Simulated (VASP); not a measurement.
# C (Fmmm) in VASP: notebook, part 2 of 2

VASP 6.6.1.

## Step 3: Single point, r2SCAN

This run uses another cell than the first one, of the same volume but with other edges.

Contents of POSCAR:

```
C
1.0
    0.0000000000      1.9486626423      4.2425535543
    1.1250954843      0.0000000000      4.2425535543
    1.1250954843      1.9486626423      0.0000000000
C
2
Direct
    0.1667039277      0.8332960723      0.1667039277
    0.8332960723      0.1667039277      0.8332960723
```

Contents of INCAR.step1:

```
SYSTEM = C
ALGO     = Normal         ! electronic algorithm
EDIFF    = 1E-4           ! SCF threshold, eV
ENCUT    = 520            ! plane-wave cutoff, eV
GGA      = PE             ! functional
ISMEAR   = 0              ! smearing method
LASPH    = .True.         ! aspherical terms in the spheres
LCHARG   = .False.        ! write CHGCAR
LREAL    = .False.        ! projectors in reciprocal space
LWAVE    = .True.         ! write WAVECAR
NBANDS   = 11             ! bands
NELM     = 60             ! most SCF steps
PREC     = Accurate       ! precision mode
SIGMA    = 0.05           ! smearing width, eV
```

Contents of INCAR.step2:

```
SYSTEM = C
ALGO     = Normal         ! electronic algorithm
EDIFF    = 1E-6           ! SCF threshold, eV
ENCUT    = 520            ! plane-wave cutoff, eV
ISIF     = 2              ! what is computed and relaxed
ISMEAR   = 0              ! smearing method
ISTART   = 1            
LASPH    = .True.         ! aspherical terms in the spheres
LCHARG   = .True.         ! write CHGCAR
LELF     = .True.         ! ELF
LMIXTAU  = .True.       
LREAL    = .False.        ! projectors in reciprocal space
LVHAR    = .True.       
LWAVE    = .False.        ! write WAVECAR
METAGGA  = R2SCAN         ! meta-GGA
NBANDS   = 11             ! bands
NELM     = 60             ! most SCF steps
PREC     = Accurate       ! precision mode
SIGMA    = 0.05           ! smearing width, eV
```

Contents of KPOINTS:

```
k-points
0
Gamma
  14 14 14
  0 0 0
```

Potentials or basis: VASP PAW PBE potentials, release 64 (C).

Launch:

```bash
$ cat potpaw_PBE.64/C/POTCAR > POTCAR
$ cp INCAR.step1 INCAR
$ mpirun -np 1 vasp_std > vasp.out
$ cp INCAR.step2 INCAR
$ mpirun -np 1 vasp_std > vasp.out
```

OUTCAR:

```text
SYSTEM = C
   EDIFF = 1E-6
   ENCUT = 520
   ISIF = 2
   ISMEAR = 0
   ISTART = 1
   LASPH = .True.
   LREAL = .False.
   METAGGA = R2SCAN
   NELM = 60
   PREC = Accurate

 ion  position               nearest neighbor table
   1  0.167  0.833  0.167-   2 1.30   2 1.30   2 1.30
   2  0.833  0.167  0.833-   1 1.30   1 1.30   1 1.30

  LATTYP: Found a face centered orthorhombic cell.
 ALAT       =     2.2501909686
 B/A-ratio  =     1.7319975678
 C/A-ratio  =     3.7708386653

  Lattice vectors:

 A1 = (   0.0000000000,   1.9486626423,   4.2425535543)
 A2 = (   1.1250954843,   0.0000000000,   4.2425535543)
 A3 = (   1.1250954843,   1.9486626423,   0.0000000000)

Analysis of symmetry for initial positions (statically):
=====================================================================
 Subroutine PRICEL returns:
 Original cell was already a primitive cell.

 Routine SETGRP: Setting up the symmetry group for a
 face centered orthorhombic supercell.

 Subroutine GETGRP returns: Found  8 space group operations
 (whereof  8 operations were pure point group operations)
 out of a pool of  8 trial point group operations.

The static configuration has the point symmetry D_2h.

Analysis of symmetry for dynamics (positions and initial velocities):
=====================================================================
 Subroutine PRICEL returns:
 Original cell was already a primitive cell.

 Routine SETGRP: Setting up the symmetry group for a
 face centered orthorhombic supercell.

 Subroutine GETGRP returns: Found  8 space group operations
 (whereof  8 operations were pure point group operations)
 out of a pool of  8 trial point group operations.

The dynamic configuration has the point symmetry D_2h.

 Subroutine INISYM returns: Found  8 space group operations
 (whereof  8 operations are pure point group operations),
 and found     1 'primitive' translations

[... 121 lines left out ...]
   AEXX    =    0.0000 exact exchange contribution
   IVDW    =     0    specifies the selected vdW correction
   LEPSILON=     F    determine dielectric tensor
   LRPA    =     F    only Hartree local field effects (RPA)
 non-spin polarized calculation
 Gauss-broadening in eV      SIGMA  =   0.05
  energy-cutoff  :      520.00
  volume of cell :       18.60
 maximum number of plane-waves:       516
   NGX = 17   NGY = 17   NGZ =  9

 number of electron       8.0000000 magnetization

 Free energy of the ion-electron system (eV)
  ---------------------------------------------------
  ext. energy  EPLUGINS =         0.00000000
  ---------------------------------------------------
  free energy    TOTEN  =       -18.60484258 eV

  energy without entropy =      -18.60484258  energy(sigma->0) =      -18.60484258

 E-fermi :   4.0170     XC(G=0):  -9.9163

 val. band max:        3.6709393063   @ k =   0.5000  -0.1429   0.3571
 cond. band min:       5.1039133940   @ k =  -0.0714   0.2857   0.2857
 fundamental gap:      1.4329740877
 Fermi energy:         4.0169680746

 k-point     1 :       0.0000    0.0000    0.0000
  band No.  band energies     occupation
      1     -18.8165      2.00000
      2      -5.5910      2.00000
      3       1.3289      2.00000
      4       1.3399      2.00000
      5       6.4344      0.00000
      6      14.9714      0.00000
      7      14.9894      0.00000
      8      20.6927      0.00000
      9      21.4394      0.00000
     10      24.5306      0.00000
     11      27.6994      0.00000
[... 309 lines left out ...]
 k-point    24 :       0.2857    0.1429    0.0000
  band No.  band energies     occupation
      1     -18.2128      2.00000
      2      -5.0110      2.00000
      3      -0.8041      2.00000
      4       0.1039      2.00000
      5       8.1609      0.00000
      6      15.2875      0.00000
      7      17.6158      0.00000
      8      18.1697      0.00000
      9      19.0304      0.00000
     10      25.0961      0.00000
     11      30.9138      0.00000

 [... further k-points ...]

------------------------ aborting loop because EDIFF is reached ----------------------------------------

  FORCE on cell =-STRESS in cart. coord.  units (eV):
  Direction    XX          YY          ZZ          XY          YZ          ZX
  --------------------------------------------------------------------------------------
  -------------------------------------------------------------------------------------
  Total       15.0833010     15.0640740     -0.1200884      0.0000000      0.0000000      0.0000000
  in kB     1299.0432491   1297.3873319    -10.3425690      0.0000000      0.0000000      0.0000000
  external PRESSURE =     862.0293373 kB  Pullay stress =       0.0000000 kB

 VOLUME and BASIS-vectors are now :
 -----------------------------------------------------------------------------
  energy-cutoff  :      520.00
  volume of cell :       18.60
      direct lattice vectors                 reciprocal lattice vectors
     0.000000000  1.948662642  4.242553554    -0.444406725  0.256586230  0.117853551
     1.125095484  0.000000000  4.242553554     0.444406725 -0.256586230  0.117853551
     1.125095484  1.948662642  0.000000000     0.444406725  0.256586230 -0.117853551

 POSITION                                       TOTAL-FORCE (eV/Angst)
 -----------------------------------------------------------------------------------
      1.12510      0.64970      4.24255         0.000000     -0.027780      0.000000
      1.12510      3.24763      4.24255         0.000000      0.027780      0.000000
 -----------------------------------------------------------------------------------
    total drift:                                0.000000      0.000000      0.000000

  FREE ENERGIE OF THE ION-ELECTRON SYSTEM (eV)
  ---------------------------------------------------
  free  energy   TOTEN  =       -18.6048425754 eV

  energy  without entropy=      -18.6048425754  energy(sigma->0) =      -18.60484258
```

OUTCAR.step1:

```text
SYSTEM = C
   EDIFF = 1E-4
   ENCUT = 520
   GGA = PE
   ISMEAR = 0
   LASPH = .True.
[... 558 lines left out ...]
 -----------------------------------------------------------------------------------
      1.12510      0.64970      4.24255         0.000000     -0.027257      0.000000
      1.12510      3.24763      4.24255         0.000000      0.027257      0.000000
 -----------------------------------------------------------------------------------
    total drift:                                0.000000      0.000000      0.000000

  FREE ENERGIE OF THE ION-ELECTRON SYSTEM (eV)
  ---------------------------------------------------
  free  energy   TOTEN  =       -17.1147927144 eV

  energy  without entropy=      -17.1147927144  energy(sigma->0) =      -17.11479271
```

OSZICAR.step1:

```text
N       E                     dE             d eps       ncg     rms          rms(c)
DAV:   1     0.475155942910E+01    0.47516E+01   -0.41253E+03  9587   0.640E+02
DAV:   2    -0.192686496372E+02   -0.24020E+02   -0.23138E+02 12264   0.132E+02
DAV:   3    -0.197972128239E+02   -0.52856E+00   -0.52762E+00 11784   0.160E+01
DAV:   4    -0.197997260373E+02   -0.25132E-02   -0.25130E-02 11392   0.135E+00
DAV:   5    -0.197997418608E+02   -0.15824E-04   -0.15823E-04 12034   0.917E-02    0.882E+00
DAV:   6    -0.177941564733E+02    0.20056E+01   -0.14336E+00 10545   0.780E+00    0.518E+00
DAV:   7    -0.171036465235E+02    0.69051E+00   -0.19502E+00 10948   0.875E+00    0.176E+00
DAV:   8    -0.171166513844E+02   -0.13005E-01   -0.53733E-02 10827   0.151E+00    0.398E-01
DAV:   9    -0.171147222931E+02    0.19291E-02   -0.26950E-03 11108   0.320E-01    0.205E-01
DAV:  10    -0.171147942177E+02   -0.71925E-04   -0.12318E-03 10511   0.231E-01    0.942E-02
DAV:  11    -0.171147927144E+02    0.15033E-05   -0.35322E-05 10658   0.458E-02
   1 F= -.17114793E+02 E0= -.17114793E+02  d E =-.523639E-22
```

Run time: 5.8 min. Hardware: 1 thread of Intel Xeon Platinum 8259CL at 2.50GHz (Skylake/Cascade Lake), shared host; peak memory 0.21 GiB.

Results:

| Property | Result |
| --- | --- |
| Free energy | -18.6048 eV |
| Pressure | 86.2 GPa |
| Largest force | 0.028 eV/Å |

Forces on the atoms (eV/Å):
```
C    0.000 -0.028  0.000
C    0.000  0.028  0.000
```

Caveat: the cell stands under pressure; the PAW data sets were made with another functional, which shifts forces and pressure a little.
